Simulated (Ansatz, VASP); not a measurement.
# One calculation of Ru, two programs

```
CELL_PARAMETERS angstrom
0.00000 2.00572 1.71870
2.00572 0.00000 1.71870
2.00572 2.00572 0.00000
ATOMIC_POSITIONS crystal
Ru 0.00000 0.00000 0.00000
```

Alike in both runs: task single point; functional PBE; k mesh 22 × 22 × 22; occupations gaussian, width 0.15 eV; no spin polarisation.

|  | VASP | Ansatz |
| --- | --- | --- |
| version | VASP 6.6.1 | Ansatz 0.2.0 |
| potentials or method | VASP PAW PBE potentials, release 64 (Ru_pv), cutoff 520 eV | scalar-relativistic, plane waves, PAW |
| valence electrons in the cell | 14 | 16 |

|  | VASP | Ansatz | Ansatz less VASP |
| --- | --- | --- | --- |
| gap on the k mesh at the Fermi level (eV) | none | none | - |
| pressure (GPa) | 3.0 | 3.2 | +0.18 |
| traceless stress, the component that is largest in VASP (GPa) | 24.88 | 24.93 | +0.046 |

A gap of «none» marks a metal or a gap that the smearing closes. VASP's potentials hold 14 valence electrons a cell and Ansatz's 16, so a difference there can come from the potentials and not from the codes.
